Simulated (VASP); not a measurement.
## In2H: single point with PBE

System: In2H, a sheet with vacuum.

```
In H
1.0
     4.95568    0.00000    0.00000
    -2.47784    4.29174    0.00000
     0.00000    0.00000   25.48707
In H
2 1
Direct
  0.33333 0.66667 0.28867
  0.66667 0.33333 0.28867
  0.00000 0.00000 0.28892
```

```json
{
  "Program": "VASP 6.6.1",
  "Task": "single point",
  "Functional": "PBE",
  "Potentials or basis": "VASP PAW PBE potentials, release 64 (In_d, H)",
  "Cutoff": "520 eV",
  "k mesh": "6 × 6 × 1",
  "Occupations": "fermi-dirac, width 0.05 eV",
  "Spin": "no spin polarisation",
  "Dipole correction": "no",
  "Further INCAR settings": "ALGO = Normal; EDIFF = 1e-06; NBANDS = 20"
}
```

```yaml
Band_gap_on_the_k_mesh: zero (an odd number of electrons rules out a gap without spin polarisation)
```

Levels at points of the mesh, in eV from the Fermi level:
```csv
k point,band 10,band 11,band 12,band 13,band 14,band 15,band 16,band 17,band 18,band 19
"(0.00, 0.00, 0.00)",-14.39,-7.38,-0.69,0.02,0.53,0.96,0.96,3.16,3.80,4.00
"(0.50, 0.00, 0.00)",-14.18,-5.66,-4.79,-0.89,-0.38,0.82,2.08,5.08,5.13,5.57
"(0.50, 0.50, 0.00)",-14.18,-5.66,-4.79,-0.89,-0.38,0.82,2.08,5.08,5.13,5.57
```

It took 2.5 min on 1 thread of Intel(R) Xeon(R) 6975P-C (Granite Rapids) (shared host), peak memory 0.69 GiB.

Caveat: spin-orbit coupling is left out, which moves the levels of the heavy elements.
